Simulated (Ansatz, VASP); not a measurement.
One calculation of BPd4, two programs

```
CELL_PARAMETERS angstrom
2.89203 0.00000 0.00000
0.00000 4.36501 0.00000
0.00000 0.00000 5.85632
ATOMIC_POSITIONS crystal
B 0.50000 0.00000 0.86323
Pd 0.50000 0.50000 0.86756
Pd 0.00000 0.50000 0.32916
Pd 0.00000 0.00000 0.61947
Pd 0.50000 0.00000 0.19758
```

Alike in both runs: task single point; functional PBE; k mesh 6 × 4 × 4; occupations gaussian, width 0.1 eV; no spin polarisation.

```csv
,VASP,Ansatz
version,VASP 6.6.1,Ansatz 0.2.0
potentials or method,"VASP PAW PBE potentials, release 64 (B, Pd), cutoff 520 eV","scalar-relativistic, plane waves, PAW"
valence electrons in the cell,43,75
```

Ansatz gave:

| Item | Value |
| --- | --- |
| gap on the k mesh at the Fermi level (eV) | none |
| pressure (GPa) | -1.3 |
| traceless stress, the component that is largest in VASP (GPa) | -0.79 |
| rms of the force components (eV/Å) | 0.091 |

Q: Which values does VASP return?

A: gap on the k mesh at the Fermi level (eV): none; pressure (GPa): -1.3; traceless stress, the component that is largest in VASP (GPa): -0.85; rms of the force components (eV/Å): 0.074.

Atom by atom the forces differ by 0.022 eV/Å (rms over components). A gap of «none» marks a metal or a gap that the smearing closes. VASP's potentials hold 43 valence electrons a cell and Ansatz's 75, so a difference there can come from the potentials and not from the codes.

The k mesh is coarse, so the values compare programs but aren't converged.
